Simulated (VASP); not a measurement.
A run of VASP 6.6.1 is set up as follows.

INCAR

```
SYSTEM = ZnAu
PREC = Accurate ; ENCUT = 520
EDIFF = 1E-8 ; ISMEAR = -1
SIGMA = 0.05 ; LREAL = .False.
LASPH = .True. ; NELM = 80
ALGO = Normal ; ISIF = 2
LWAVE = .False. ; LCHARG = .False.
GGA = PS ; LEFG = .True.
NBANDS = 18
```

Contents of KPOINTS:

```
regular mesh
0
Gamma
  13 13 13
  0 0 0
```

POSCAR

```
ZnAu
1.0
    3.1044677592      0.0000000000      0.0000000000
    0.0000000000      3.1044677592      0.0000000000
    0.0000000000      0.0000000000      3.1044677592
Zn Au
1 1
Direct
    0.5000000000      0.5000000000      0.5000000000
    0.0000000000      0.0000000000      0.0000000000
```

Potentials or basis: VASP PAW PBE potentials, release 64 (Zn, Au).

The run is started by

```bash
$ cat potpaw_PBE.64/Zn/POTCAR potpaw_PBE.64/Au/POTCAR > POTCAR
$ mpirun -np 1 vasp_std > vasp.out
```

Estimate the band gap on the k mesh.

zero (an odd number of electrons rules out a gap without spin polarisation).

Predict the pressure.

3.7 GPa.

Caveat: the cell stands under pressure; the PAW data sets were made with another functional, which shifts forces and pressure a little; spin-orbit coupling is left out, which moves the levels of the heavy elements.
